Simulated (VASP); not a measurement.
Runs of VASP 6.6.1 on P. The structure is that of space group Pm-3m (No. 221), or close to it. The cells are those of the table. 

| task | cell | cutoff (eV) | gap on the mesh (eV) | pressure (GPa) |
| --- | --- | --- | --- | --- |
| single point | a = 3.383 Å, angles 60.0°, 2 atoms | 520 | none | 0.1 |
| single point | a = 3.298 Å, angles 60.0°, 2 atoms | 520 | none | (a) |
| relaxation of cell and atoms | relaxed to 1e-06 GPa from a = 3.360 Å, angles 60.0°, 2 atoms | 600 | none | 0.0 |
| relaxation of cell and atoms | relaxed to 12.5 GPa from a = 3.311 Å, angles 60.0°, 2 atoms | 600 | none | 12.5 |

Alike in all rows: level PBEsol+D3(BJ); potentials or basis VASP PAW PBE potentials, release 64 (P); no spin polarisation; k mesh 16 × 16 × 16; smearing gaussian 0.1 eV.

Question: Estimate the missing entries.

Answer: (a) 12.6.

Caveats: the PAW data sets were made with another functional, which shifts forces and pressure a little; pairwise dispersion overbinds metals, which lowers pressure and volume; the cell is relaxed towards a set pressure, so the enthalpy falls and the energy may rise (some runs).

A gap of «none» marks levels without a gap at the run's occupations.
